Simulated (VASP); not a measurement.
Wanted: the native input for a VASP 6.6.1 run.

- Task: single point
- Functional: PBE
- Potentials or basis: VASP PAW PBE potentials, release 64 (B)
- Cutoff: 520 eV
- k mesh: 18 × 18 × 18
- Occupations: fermi-dirac, width 0.08 eV
- Spin: no spin polarisation
- Dipole correction: no
- Further INCAR settings: ALGO = Normal; EDIFF = 1e-06; NBANDS = 10

The structure of B lies in POSCAR:

```
B
1.0
    0.0000000000      1.8190932203      1.8190932203
    1.8190932203      0.0000000000      1.8190932203
    1.8190932203      1.8190932203      0.0000000000
B
2
Direct
   -0.1250000000     -0.1250000000     -0.1250000000
    0.1250000000      0.1250000000      0.1250000000
```

These files were run (other wordings do the same):

INCAR

```
SYSTEM = B
ALGO = Normal
EDIFF = 1E-6
ENCUT = 520
GGA = PE
ISIF = 2
ISMEAR = -1
LASPH = .True.
LCHARG = .False.
LREAL = .False.
LWAVE = .False.
NBANDS = 10
NELM = 100
PREC = Accurate
SIGMA = 0.08
```

KPOINTS

```
k-points
0
Gamma
  18 18 18
  0 0 0
```

Potentials or basis: VASP PAW PBE potentials, release 64 (B).

Run with:

```sh
$ cat potpaw_PBE.64/B/POTCAR > POTCAR
$ mpirun -np 1 vasp_std > vasp.out
```

Results of the run:

```yaml
Pressure: 100.2 GPa
Band_gap_on_the_k_mesh: zero (band 3 reaches 11.80 eV, above the bottom of band 4 at 2.18 eV)
```

It took 8.4 s on 1 thread of Intel(R) Xeon(R) 6975P-C (Granite Rapids), with other jobs on the host, peak memory 0.12 GiB.
